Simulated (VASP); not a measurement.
# Al2O3 (P1) in VASP: single point with PBE

Aim: the single point of Al2O3 with PBE.

Everything below comes from runs of VASP 6.6.1. Logs are shortened: lines on timing, memory, paths and dates and some standing lists are left out, and cuts for length are marked.

### Step 1. The cell of the first run

The typed cell holds 40 atoms: a = 7.069 Å, b = 7.069 Å, c = 7.069 Å, α = 85.73°, β = 85.73°, γ = 85.73°.

### Step 2. Single point, PBE

Contents of INCAR:

```
PREC = Accurate
ENCUT = 600
EDIFF = 1E-6
ISMEAR = 0
SIGMA = 0.02
LREAL = Auto
LASPH = True
NELM = 120
ALGO = Normal
ISIF = 2
LWAVE = False
LCHARG = True
GGA = PE
LELF = True
LVHAR = True
NBANDS = 122
GGA_COMPAT = False
```

Contents of KPOINTS:

```
Automatic mesh
0
Gamma
  2 2 2
  0.5 0.5 0.5
```

Contents of POSCAR:

```
Al2O3
1.0
   -4.8085976127     -2.7762451261      4.3749117470
    4.8085976127     -2.7762451261      4.3749117470
    0.0000000000      5.5524902522      4.3749117470
Al O
16 24
Direct
    0.1488389514      0.1479945181      0.1475750709
    0.6489903363      0.6482712173      0.1473289442
    0.6487576795      0.1483880851      0.6474792841
    0.1487822938      0.6483761410      0.6475805827
    0.3530724394      0.3526388314      0.3514621641
    0.8529791646      0.8526787928      0.3519237748
    0.8533053379      0.3524076684      0.8517387561
    0.3531723371      0.8525625234      0.8517282881
    0.6489180288      0.6480683381      0.6476368393
    0.1490643641      0.1482699957      0.6473220247
    0.1486453462      0.6484115111      0.1475374664
    0.6488358993      0.1483160385      0.1474588145
    0.8530784112      0.8528109214      0.8516684359
    0.3530790866      0.3525468891      0.8518145762
    0.3533729360      0.8523545651      0.3518186057
    0.8531051527      0.3525286524      0.3517279149
    0.4040606914      0.5973896850      0.7498020283
    0.9042323756      0.0973766976      0.7496247544
    0.9040079567      0.5972514167      0.2495691025
    0.4040274931      0.0972285315      0.2494840913
    0.4040400397      0.2503089327      0.5964118929
    0.9041678360      0.7505022820      0.5965069713
    0.9040992491      0.2503072420      0.0964320101
    0.4041212826      0.7504345111      0.0966412135
    0.5980397066      0.7503963958      0.4028544942
    0.0978248073      0.2503288492      0.4027038070
    0.0978618694      0.7505021168      0.9027239255
    0.5978675504      0.2503706817      0.9026421544
    0.7510534570      0.4034647048      0.5964690141
    0.2510856900      0.9034967549      0.5964775247
    0.2510304998      0.4035821142      0.0965769403
    0.7510140378      0.9034285048      0.0965749941
    0.2510523276      0.5972909014      0.4027994928
    0.7508807209      0.0974075244      0.4026998094
    0.7509193545      0.5972306292      0.9025878059
    0.2510723450      0.0973406024      0.9026488039
    0.5978908322      0.4035136890      0.2494606384
    0.0977225361      0.9035038630      0.2497330021
    0.0979487894      0.4035975899      0.7496597252
    0.5980788617      0.9035444450      0.7497045242
```

Potentials or basis: VASP PAW PBE potentials, release 64 (Al, O).

The run is started by

```sh
$ cat potpaw_PBE.64/Al/POTCAR potpaw_PBE.64/O/POTCAR > POTCAR
$ mpirun -np 1 vasp_std > vasp.out
```

OUTCAR:

```text
PREC = Accurate
   ENCUT = 600
   EDIFF = 1E-6
   ISMEAR = 0
   LREAL = Auto
   LASPH = True
   NELM = 120
   ISIF = 2
   GGA = PE

 ion  position               nearest neighbor table
   1  0.149  0.148  0.148-  38 1.87  23 1.87  36 1.87  20 1.99  26 1.99  31 1.99   5 2.68  15 2.82
                            16 2.82  14 2.82   6 3.25   8 3.25   7 3.25
   2  0.649  0.648  0.147-  35 1.87  37 1.87  24 1.87  19 1.99  32 1.99  25 1.99   6 2.68  15 2.82
                            16 2.82  13 2.82   8 3.25   7 3.25   5 3.25
   3  0.649  0.148  0.647-  21 1.87  34 1.87  40 1.87  28 1.99  29 1.99  18 1.99   7 2.68  13 2.82
                            14 2.82  16 2.82   6 3.25   8 3.25   5 3.25
   4  0.149  0.648  0.648-  22 1.87  39 1.87  33 1.87  27 1.99  30 1.99  17 1.99   8 2.68  13 2.82
                            15 2.82  14 2.82   7 3.25   6 3.25   5 3.25
   5  0.353  0.353  0.351-  33 1.87  37 1.87  21 1.88  31 1.99  20 1.99  26 1.99   1 2.68  12 2.82
                            11 2.82  10 2.82   2 3.25   3 3.25   4 3.25
   6  0.853  0.853  0.352-  22 1.87  34 1.87  38 1.87  25 1.99  32 1.99  19 1.99   2 2.68  12 2.82
                            11 2.82   9 2.82   1 3.25   3 3.25   4 3.25
   7  0.853  0.352  0.852-  23 1.87  39 1.87  35 1.87  18 1.99  29 1.99  28 1.99   3 2.68   9 2.82
                            12 2.82  10 2.82   4 3.25   1 3.25   2 3.25
   8  0.353  0.853  0.852-  36 1.87  40 1.87  24 1.88  17 1.99  30 1.99  27 1.99   4 2.68  10 2.82
                             9 2.82  11 2.82   1 3.25   3 3.25   2 3.25
   9  0.649  0.648  0.648-  29 1.87  17 1.87  25 1.87  35 1.99  22 1.99  40 1.99  13 2.68   7 2.82
[... 37 lines left out ...]
  39  0.098  0.404  0.750-   7 1.87   4 1.87  14 1.99  10 1.99
  40  0.598  0.904  0.750-   3 1.87   8 1.87  13 1.99   9 1.99

  LATTYP: Found a trigonal (rhomboedric) cell.
 ALAT       =     7.0689462295
 COS(alpha) =     0.0745402989

  Lattice vectors:

 A1 = (  -4.8085976127,  -2.7762451261,   4.3749117470)
 A2 = (   4.8085976127,  -2.7762451261,   4.3749117470)
 A3 = (   0.0000000000,   5.5524902522,   4.3749117470)

Analysis of symmetry for initial positions (statically):
=====================================================================
 Subroutine PRICEL returns:
 Original cell was already a primitive cell.

 Routine SETGRP: Setting up the symmetry group for a
 trigonal (rhombohedral) supercell.

 Subroutine GETGRP returns: Found  1 space group operations
 (whereof  1 operations were pure point group operations)
 out of a pool of 12 trial point group operations.

The static configuration has the point symmetry C_1 .

Analysis of symmetry for dynamics (positions and initial velocities):
=====================================================================
 Subroutine PRICEL returns:
 Original cell was already a primitive cell.

 Routine SETGRP: Setting up the symmetry group for a
[... 174 lines left out ...]
   EMIN   =  10.00;   EMAX   =-10.00  energy-range for DOS
   EFERMI =   0.00;   METHOD = LEGACY
   ISMEAR =     0;   SIGMA  =   0.02  broadening in eV -4-tet -1-fermi 0-gaus
   EFERMI_NEDOS =   21; number of points for ismear=-14 and -15
   IALGO  =     38    algorithm
   IMIX   =      4    mixing-type and parameters
     AMIX     =   0.40;   BMIX     =  1.00
     AMIX_MAG =   1.60;   BMIX_MAG =  1.00
  volume/ion in A,a.u.               =       8.76        59.12
  Fermi-wavevector in a.u.,A,eV,Ry     =   1.339604  2.531484 24.416170  1.794538
  Thomas-Fermi vector in A             =   2.467982
   LORBIT       =      0    0 simple, 1 ext, 2 COOP (PROOUT), +10 PAW based schemes
   GGA     = PE    functional components
   LHFCALC =     F    Hartree Fock is set to
   AEXX    =    0.0000 exact exchange contribution
   IVDW    =     0    specifies the selected vdW correction
   LEPSILON=     F    determine dielectric tensor
   LRPA    =     F    only Hartree local field effects (RPA)
 non-spin polarized calculation
 Gauss-broadening in eV      SIGMA  =   0.02
  energy-cutoff  :      600.00
  volume of cell :      350.43
 maximum number of plane-waves:     11717
   NGX = 29   NGY = 29   NGZ = 29

 number of electron     191.9999981 magnetization

 Free energy of the ion-electron system (eV)
  ---------------------------------------------------
  ext. energy  EPLUGINS =         0.00000000
  ---------------------------------------------------
  free energy    TOTEN  =      -299.33999925 eV

  energy without entropy =     -299.33999925  energy(sigma->0) =     -299.33999925

 E-fermi :   5.8075     XC(G=0): -11.5376

 val. band max:        5.6994034179   @ k =   0.2500   0.2500   0.2500
 cond. band min:      12.6466443151   @ k =   0.2500   0.2500   0.2500
 fundamental gap:      6.9472408973
 Fermi energy:         5.8075050334

 k-point     1 :       0.2500    0.2500    0.2500
  band No.  band energies     occupation
      1     -12.9571      2.00000
      2     -12.2109      2.00000
      3     -12.2102      2.00000
      4     -12.2097      2.00000
      5     -11.6952      2.00000
      6     -11.6948      2.00000
[... 433 lines left out ...]
    107      15.6662      0.00000
    108      15.9047      0.00000
 [bands above 108 left out]

------------------------ aborting loop because EDIFF is reached ----------------------------------------

  FORCE on cell =-STRESS in cart. coord.  units (eV):
  Direction    XX          YY          ZZ          XY          YZ          ZX
  --------------------------------------------------------------------------------------
  -------------------------------------------------------------------------------------
  Total       -0.9915726     -1.0289236     -1.1125451     -0.0109926     -0.0086715      0.0071860
  in kB       -4.5335487     -4.7043209     -5.0866447     -0.0502591     -0.0396468      0.0328550
  external PRESSURE =      -4.7748381 kB  Pullay stress =       0.0000000 kB

 VOLUME and BASIS-vectors are now :
 -----------------------------------------------------------------------------
  energy-cutoff  :      600.00
  volume of cell :      350.43
      direct lattice vectors                 reciprocal lattice vectors
    -4.808597613 -2.776245126  4.374911747    -0.103980420 -0.060033124  0.076192013
     4.808597613 -2.776245126  4.374911747     0.103980420 -0.060033124  0.076192013
     0.000000000  5.552490252  4.374911747     0.000000000  0.120066247  0.076192013

 POSITION                                       TOTAL-FORCE (eV/Angst)
 -----------------------------------------------------------------------------------
     -0.00406     -0.00467      1.94425         0.009846     -0.017539      0.005691
     -0.00346     -2.78347      6.31996         0.002315      0.006269     -0.000255
     -2.40608      1.38205      6.32011        -0.005518     -0.001505      0.000647
      2.40235      1.38258      6.32061        -0.010465     -0.006556     -0.000669
     -0.00209     -0.00774      4.62504        -0.005992      0.013385      0.008622
     -0.00144     -2.78127      9.00174        -0.010355     -0.003672     -0.007877
[... 32 lines left out ...]
      1.46974      2.77006      5.47392        -0.008078      0.000742     -0.004862
      1.46886     -0.00615      9.84936         0.006814      0.003723     -0.010796
 -----------------------------------------------------------------------------------
    total drift:                               -0.011775     -0.021179      0.001613

  FREE ENERGIE OF THE ION-ELECTRON SYSTEM (eV)
  ---------------------------------------------------
  free  energy   TOTEN  =      -299.3399992526 eV

  energy  without entropy=     -299.3399992526  energy(sigma->0) =     -299.33999925
```

stdout:

```text
POSCAR found type information on POSCAR AlO
 POSCAR found :  2 types and      40 ions
 scaLAPACK will be used
 LDA part: xc-table for (Slater+PW92), standard interpolation
 POSCAR, INCAR and KPOINTS ok, starting setup
 FFT: planning ... GRIDC
 FFT: planning ... GRID_SOFT
 FFT: planning ... GRID
 WAVECAR not read
 entering main loop
```

It took 6 min on 1 thread of Intel Xeon 8259CL, shared host; peak memory 0.47 GiB.

What came out:

| Property | Result |
| --- | --- |
| Free energy | -299.3400 eV |
| Pressure | -0.5 GPa |
| Largest force | 0.021 eV/Å |
| Band gap on the k mesh | 6.95 eV |

Forces in eV/Å, atoms in the order of the input:
```
Al   0.010 -0.018  0.006
Al   0.002  0.006  0.000
Al  -0.006 -0.002  0.001
Al  -0.010 -0.007 -0.001
Al  -0.006  0.013  0.009
Al  -0.010 -0.004 -0.008
Al   0.008 -0.003  0.000
Al  -0.006  0.004  0.009
Al   0.009 -0.008  0.007
Al   0.007  0.008  0.000
Al  -0.014 -0.005  0.006
Al  -0.004 -0.002 -0.008
Al  -0.016  0.008 -0.002
Al   0.005 -0.001  0.002
Al   0.013 -0.003 -0.005
Al  -0.002 -0.005 -0.001
O   -0.005 -0.007 -0.007
O    0.009 -0.006 -0.003
O    0.001  0.001  0.004
O    0.001  0.004  0.007
O    0.011 -0.007  0.006
O    0.003  0.011 -0.002
O   -0.001  0.011  0.008
O    0.007 -0.002 -0.006
O    0.000 -0.001 -0.007
O   -0.001 -0.011  0.001
O    0.003 -0.001 -0.001
O   -0.004 -0.005  0.003
O    0.002  0.008 -0.002
O   -0.005  0.007  0.002
O    0.003  0.009 -0.008
O    0.009 -0.001  0.002
O    0.011 -0.003 -0.002
O    0.002  0.000  0.000
O   -0.004 -0.004  0.008
O    0.005  0.007  0.000
O   -0.005  0.005  0.002
O   -0.019 -0.001 -0.003
O   -0.008  0.001 -0.005
O    0.007  0.004 -0.011
```

Caveat: a shifted mesh leaves out Γ, where band edges can lie. A k mesh can miss the band edges.
